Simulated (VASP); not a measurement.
# RbBr in VASP: a series of runs

Runs on RbBr. Level: PBEsol. Tasks: single point.

Program: VASP 6.6.1. These are calculated values, not measurements. Logs are shortened: lines on timing, memory, paths and dates and some standing lists are left out, and cuts for length are marked.

### 1 The cell of the first run

It takes space group Amm2 (No. 38, orthorhombic). The conventional cell has a = 4.070 Å, b = 5.756 Å, c = 5.756 Å, α = 90.00°, β = 90.00°, γ = 90.00°. Within 4.1 Å of Rb (site symmetry mm2) lie 8 Br at 3.15 to 3.92 Å and 6 Rb at 4.07 Å. Within 4.1 Å of Br (site symmetry mm2) lie 8 Rb at 3.15 to 3.92 Å and 6 Br at 4.07 Å.

### 2 Single point, PBEsol (mode 5 frozen in at -0.173 Å and mode 6 at -0.173 Å (largest displacements))

INCAR reads:

```
SYSTEM = RbBr
PREC = Accurate
ENCUT = 520
EDIFF = 1E-7
ISMEAR = 0
SIGMA = 0.05
LREAL = .FALSE.
LASPH = .TRUE.
NELM = 60
ALGO = Normal
ISIF = 2
LWAVE = .FALSE.
LCHARG = .FALSE.
GGA = PS
NBANDS = 15
```

KPOINTS reads:

```
regular mesh
0
G
  6 6 6
  0 0 0
```

POSCAR reads:

```
RbBr
1.0
    4.0701688540      0.0000000000      0.0000000000
    0.0000000000      4.0701688540      0.0000000000
    0.0000000000      0.0000000000      4.0701688540
Rb Br
1 1
Direct
    0.0000000000     -0.0396914813     -0.0396914813
    0.5000000000      0.5424552411      0.5424552411
```

Potentials or basis: VASP PAW PBE potentials, release 64 (Rb_sv, Br).

Started as:

```console
$ cat potpaw_PBE.64/Rb_sv/POTCAR potpaw_PBE.64/Br/POTCAR > POTCAR
$ mpirun -np 1 vasp_std > vasp.out
```

OUTCAR:

```text
SYSTEM = RbBr
   PREC = Accurate
   ENCUT = 520
   EDIFF = 1E-7
   ISMEAR = 0
   LREAL = .FALSE.
   LASPH = .TRUE.
   NELM = 60
   ISIF = 2
   GGA = PS

 ion  position               nearest neighbor table
   1  0.000  0.960  0.960-   2 3.15   2 3.15   2 3.56   2 3.56   2 3.56   2 3.56   2 3.92   2 3.92

   2  0.500  0.542  0.542-   1 3.15   1 3.15   1 3.56   1 3.56   1 3.56   1 3.56   1 3.92   1 3.92

  LATTYP: Found a simple cubic cell.
 ALAT       =     4.0701688540

  Lattice vectors:

 A1 = (   4.0701688540,   0.0000000000,   0.0000000000)
 A2 = (   0.0000000000,   4.0701688540,   0.0000000000)
 A3 = (   0.0000000000,   0.0000000000,   4.0701688540)

Analysis of symmetry for initial positions (statically):
=====================================================================
 Subroutine PRICEL returns:
 Original cell was already a primitive cell.

 Routine SETGRP: Setting up the symmetry group for a
 simple cubic supercell.

 Subroutine GETGRP returns: Found  4 space group operations
 (whereof  4 operations were pure point group operations)
 out of a pool of 48 trial point group operations.

The static configuration has the point symmetry C_2v.

Analysis of symmetry for dynamics (positions and initial velocities):
=====================================================================
 Subroutine PRICEL returns:
 Original cell was already a primitive cell.

 Routine SETGRP: Setting up the symmetry group for a
 simple cubic supercell.

 Subroutine GETGRP returns: Found  4 space group operations
 (whereof  4 operations were pure point group operations)
 out of a pool of 48 trial point group operations.

The dynamic configuration has the point symmetry C_2v.

 Subroutine INISYM returns: Found  4 space group operations
 (whereof  4 operations are pure point group operations),
 and found     1 'primitive' translations

----------------------------------------------------------------------------------------

                                     Primitive cell

  volume of cell :      67.4275

  direct lattice vectors                    reciprocal lattice vectors
     4.070168854  0.000000000  0.000000000     0.245690053  0.000000000  0.000000000
     0.000000000  4.070168854  0.000000000     0.000000000  0.245690053  0.000000000
     0.000000000  0.000000000  4.070168854     0.000000000  0.000000000  0.245690053

  length of vectors
     4.070168854  4.070168854  4.070168854     0.245690053  0.245690053  0.245690053

  position of ions in fractional coordinates (direct lattice)
     0.000000000  0.960308519  0.960308519
     0.500000000  0.542455241  0.542455241

  ion indices of the primitive-cell ions
   primitive index   ion index
                 1           1
                 2           2

----------------------------------------------------------------------------------------

 KPOINTS: regular mesh

Automatic generation of k-mesh.
 Grid dimensions read from file:
 generate k-points for:    6    6    6

 Generating k-lattice:

  Cartesian coordinates                     Fractional coordinates (reciprocal lattice)
     0.040948342  0.000000000  0.000000000     0.166666667  0.000000000  0.000000000
     0.000000000  0.040948342  0.000000000     0.000000000  0.166666667  0.000000000
     0.000000000  0.000000000  0.040948342     0.000000000  0.000000000  0.166666667

  Length of vectors
     0.040948342  0.040948342  0.040948342

  Shift w.r.t. Gamma in fractional coordinates (k-lattice)
     0.000000000  0.000000000  0.000000000

 Subroutine IBZKPT returns following result:
 ===========================================

 Found     52 irreducible k-points:

 Following reciprocal coordinates:
            Coordinates               Weight
  0.000000  0.000000  0.000000      1.000000
  0.166667  0.000000  0.000000      2.000000
  0.000000  0.166667  0.000000      4.000000
  0.333333  0.000000  0.000000      2.000000
  0.000000  0.333333  0.000000      4.000000
  0.500000  0.000000  0.000000      1.000000
[... 16 lines left out ...]
  0.333333  0.000000  0.500000      4.000000
  0.500000  0.500000  0.000000      2.000000
 [... further k-points ...]
   k-points           NKPTS =     52   k-points in BZ     NKDIM =     52   number of bands    NBANDS=     15
   number of dos      NEDOS =    301   number of ions     NIONS =      2
   total plane-waves  NPLWV =  27000
   dimension x,y,z NGX =    30 NGY =   30 NGZ =   30
   dimension x,y,z NGXF=    60 NGYF=   60 NGZF=   60
   ions per type =               1   1
   NGX,Y,Z   is equivalent  to a cutoff of  12.25, 12.25, 12.25 a.u.
   NGXF,Y,Z  is equivalent  to a cutoff of  24.51, 24.51, 24.51 a.u.
 SYSTEM =  RbBr
   PREC   = accura    normal or accurate (medium, high low for compatibility)
   ISTART =      0    job   : 0-new  1-cont  2-samecut
   ICHARG =      2    charge: 1-file 2-atom 10-const
   ISPIN  =      1    spin polarized calculation?
   LNONCOLLINEAR =      F non collinear calculations
   LSORBIT =      F    spin-orbit coupling
   LASPH  =      T    aspherical Exc in radial PAW
   ENCUT  =  520.0 eV  38.22 Ry    6.18 a.u.   7.57  7.57  7.57*2*pi/ulx,y,z
   NELM   =     60;   NELMIN=  2; NELMDL= -5     # of ELM steps
   EDIFF  = 0.1E-06   stopping-criterion for ELM
   LREAL  =      F    real-space projection
   EDIFFG = 0.1E-05   stopping-criterion for IOM
   NSW    =      0    number of steps for IOM
   IBRION =     -1    ionic relax: 0-MD 1-quasi-New 2-CG
   NFREE  =      0    steps in history (QN), initial steepest desc. (CG)
   ISIF   =      2    stress and relaxation
   ISYM   =      2    0-nonsym 1-usesym 2-fastsym
   POTIM  = 0.5000    time-step for ionic-motion
   TEBEG  =    0.0;   TEEND  =   0.0 temperature during run
   PSTRESS=    0.0 pullay stress
   NELECT =      16.0000    total number of electrons
   NUPDOWN=      -1.0000    fix difference up-down
   EMIN   =  10.00;   EMAX   =-10.00  energy-range for DOS
   EFERMI =   0.00;   METHOD = LEGACY
   ISMEAR =     0;   SIGMA  =   0.05  broadening in eV -4-tet -1-fermi 0-gaus
   EFERMI_NEDOS =   21; number of points for ismear=-14 and -15
   IALGO  =     38    algorithm
   IMIX   =      4    mixing-type and parameters
     AMIX     =   0.40;   BMIX     =  1.00
     AMIX_MAG =   1.60;   BMIX_MAG =  1.00
  volume/ion in A,a.u.               =      33.71       227.51
  Fermi-wavevector in a.u.,A,eV,Ry     =   1.013528  1.915290 13.976434  1.027239
  Thomas-Fermi vector in A             =   2.146702
   LORBIT       =      0    0 simple, 1 ext, 2 COOP (PROOUT), +10 PAW based schemes
   GGA     = PS    functional components
   LHFCALC =     F    Hartree Fock is set to
   AEXX    =    0.0000 exact exchange contribution
   IVDW    =     0    specifies the selected vdW correction
   LEPSILON=     F    determine dielectric tensor
   LRPA    =     F    only Hartree local field effects (RPA)
 non-spin polarized calculation
 Gauss-broadening in eV      SIGMA  =   0.05
  energy-cutoff  :      520.00
  volume of cell :       67.43
 maximum number of plane-waves:      1856
   NGX = 15   NGY = 15   NGZ = 15

 number of electron      16.0000000 magnetization

 Free energy of the ion-electron system (eV)
  ---------------------------------------------------
  ext. energy  EPLUGINS =         0.00000000
  ---------------------------------------------------
  free energy    TOTEN  =        -6.18135693 eV

  energy without entropy =       -6.18135693  energy(sigma->0) =       -6.18135693

 E-fermi :  -0.3472     XC(G=0):  -8.2580

 val. band max:       -0.6561664966   @ k =   0.5000   0.5000   0.0000
 cond. band min:       3.4745614220   @ k =   0.0000   0.0000   0.0000
 fundamental gap:      4.1307279186
 Fermi energy:        -0.3472419458

 k-point     1 :       0.0000    0.0000    0.0000
  band No.  band energies     occupation
      1     -25.4786      2.00000
      2     -13.3393      2.00000
      3      -9.4877      2.00000
      4      -9.4667      2.00000
      5      -9.4633      2.00000
      6      -0.8670      2.00000
      7      -0.7727      2.00000
      8      -0.7727      2.00000
      9       3.4746      0.00000
     10       4.9218      0.00000
     11       5.2079      0.00000
     12       9.3591      0.00000
     13       9.6126      0.00000
     14       9.6759      0.00000
     15      11.1535      0.00000

 k-point     2 :       0.1667    0.0000    0.0000
  band No.  band energies     occupation
      1     -25.4718      2.00000
      2     -13.3449      2.00000
      3      -9.5404      2.00000
      4      -9.4537      2.00000
      5      -9.4328      2.00000
      6      -1.3101      2.00000
      7      -0.8534      2.00000
      8      -0.7775      2.00000
      9       4.1538      0.00000
     10       5.3190      0.00000
     11       5.4772      0.00000
     12       9.2424      0.00000
     13       9.2687      0.00000
     14       9.8768      0.00000
     15      10.2044      0.00000

 k-point     3 :       0.0000    0.1667    0.0000
  band No.  band energies     occupation
      1     -25.4721      2.00000
      2     -13.3394      2.00000
      3      -9.5178      2.00000
      4      -9.4723      2.00000
      5      -9.4439      2.00000
      6      -1.3353      2.00000
      7      -0.8080      2.00000
      8      -0.8019      2.00000
      9       4.1360      0.00000
     10       5.1465      0.00000
     11       5.7510      0.00000
     12       9.2289      0.00000
     13       9.4213      0.00000
     14       9.6970      0.00000
     15      10.5115      0.00000

 k-point     4 :       0.3333    0.0000    0.0000
  band No.  band energies     occupation
      1     -25.4582      2.00000
      2     -13.3596      2.00000
      3      -9.5719      2.00000
      4      -9.4343      2.00000
      5      -9.4275      2.00000
      6      -2.0961      2.00000
      7      -0.8285      2.00000
      8      -0.8280      2.00000
      9       5.4568      0.00000
     10       5.6662      0.00000
     11       6.5942      0.00000
     12       8.0412      0.00000
     13       9.4266      0.00000
     14       9.9567      0.00000
     15      10.1828      0.00000
[... 307 lines left out ...]
 k-point    22 :       0.0000    0.5000    0.3333
  band No.  band energies     occupation
      1     -25.4347      2.00000
      2     -13.2157      2.00000
      3      -9.7957      2.00000
      4      -9.6708      2.00000
      5      -9.3918      2.00000
      6      -1.9140      2.00000
      7      -1.5184      2.00000
      8      -0.7562      2.00000
      9       5.1065      0.00000
     10       5.8288      0.00000
     11       7.5347      0.00000
     12       8.1629      0.00000
     13       8.5284      0.00000
     14       9.6012      0.00000
     15      11.2590      0.00000

 k-point    23 :       0.3333    0.0000    0.5000
  band No.  band energies     occupation
      1     -25.4341      2.00000
      2     -13.2019      2.00000
      3      -9.8281      2.00000
      4      -9.6809      2.00000
      5      -9.4000      2.00000
      6      -1.8869      2.00000
      7      -1.5260      2.00000
      8      -0.6859      2.00000
      9       5.1078      0.00000
     10       5.8902      0.00000
     11       7.5829      0.00000
     12       8.0679      0.00000
     13       8.7440      0.00000
     14       9.8284      0.00000
     15      11.2917      0.00000

 k-point    24 :       0.5000    0.5000    0.0000
  band No.  band energies     occupation
      1     -25.4280      2.00000
      2     -13.1511      2.00000
      3      -9.8654      2.00000
      4      -9.8021      2.00000
      5      -9.3887      2.00000
      6      -1.7003      2.00000
      7      -1.6849      2.00000
      8      -0.6562      2.00000
      9       4.7137      0.00000
     10       5.7301      0.00000
     11       7.4253      0.00000
     12       7.5018      0.00000
     13      10.3116      0.00000
     14      10.4461      0.00000
     15      11.4897      0.00000

 [... further k-points ...]
[... 5 lines left out ...]
  --------------------------------------------------------------------------------------
  -------------------------------------------------------------------------------------
  Total        0.7716368      0.5459156      0.5459156      0.0000000      0.5626179     -0.0000000
  in kB       18.3352254     12.9717560     12.9717560      0.0000000     13.3686274     -0.0000000
  external PRESSURE =      14.7595791 kB  Pullay stress =       0.0000000 kB

 VOLUME and BASIS-vectors are now :
 -----------------------------------------------------------------------------
  energy-cutoff  :      520.00
  volume of cell :       67.43
      direct lattice vectors                 reciprocal lattice vectors
     4.070168854  0.000000000  0.000000000     0.245690053  0.000000000  0.000000000
     0.000000000  4.070168854  0.000000000     0.000000000  0.245690053  0.000000000
     0.000000000  0.000000000  4.070168854     0.000000000  0.000000000  0.245690053

 POSITION                                       TOTAL-FORCE (eV/Angst)
 -----------------------------------------------------------------------------------
      0.00000      3.90862      3.90862         0.000000      0.423132      0.423132
      2.03508      2.20788      2.20788         0.000000     -0.423132     -0.423132
 -----------------------------------------------------------------------------------
    total drift:                                0.000000     -0.000007     -0.000007

  FREE ENERGIE OF THE ION-ELECTRON SYSTEM (eV)
  ---------------------------------------------------
  free  energy   TOTEN  =        -6.1813569254 eV

  energy  without entropy=       -6.1813569254  energy(sigma->0) =       -6.18135693
```

Run time: 40 s. Hardware: 1 thread of Intel Xeon 6975P-C (Granite Rapids), shared host; peak memory 0.19 GiB.

Results:

```yaml
Free_energy: -6.1814 eV
Pressure: 1.5 GPa
Largest_force: 0.598 eV/Å
Band_gap_on_the_k_mesh: 4.13 eV, indirect (least direct gap 4.25 eV)
```

Forces on the atoms (eV/Å):
```
Rb   0.000  0.423  0.423
Br   0.000 -0.423 -0.423
```

Levels at points of the mesh, in eV from the valence-band top:
```tsv
k point	band 4	band 5	band 6	band 7	band 8	band 9	band 10	band 11	band 12	band 13
(0.00, 0.00, 0.00)	-8.81	-8.81	-0.21	-0.12	-0.12	4.13	5.58	5.86	10.02	10.27
(0.50, 0.00, 0.00)	-8.80	-8.76	-1.76	-0.20	-0.16	6.69	7.02	7.59	7.89	10.58
(0.00, 0.50, 0.00)	-8.77	-8.77	-1.77	-0.24	-0.15	6.62	7.14	7.86	8.48	9.83
(0.50, 0.50, 0.00)	-9.15	-8.73	-1.04	-1.03	0.00	5.37	6.39	8.08	8.16	10.97
(0.00, 0.50, 0.50)	-9.11	-8.72	-1.08	-1.05	-0.05	5.34	6.25	8.01	8.28	10.62
(0.50, 0.50, 0.50)	-9.10	-9.08	-1.41	-1.32	-1.29	7.77	7.83	8.33	9.61	10.53
```

Caveat: the cell differs from its parent crystal (mode 5 frozen in at -0.173 Å and mode 6 at -0.173 Å (largest displacements)); the PAW data sets were made with another functional, which shifts forces and pressure a little. A k mesh can miss the band edges.

[end of part 1 of 3]
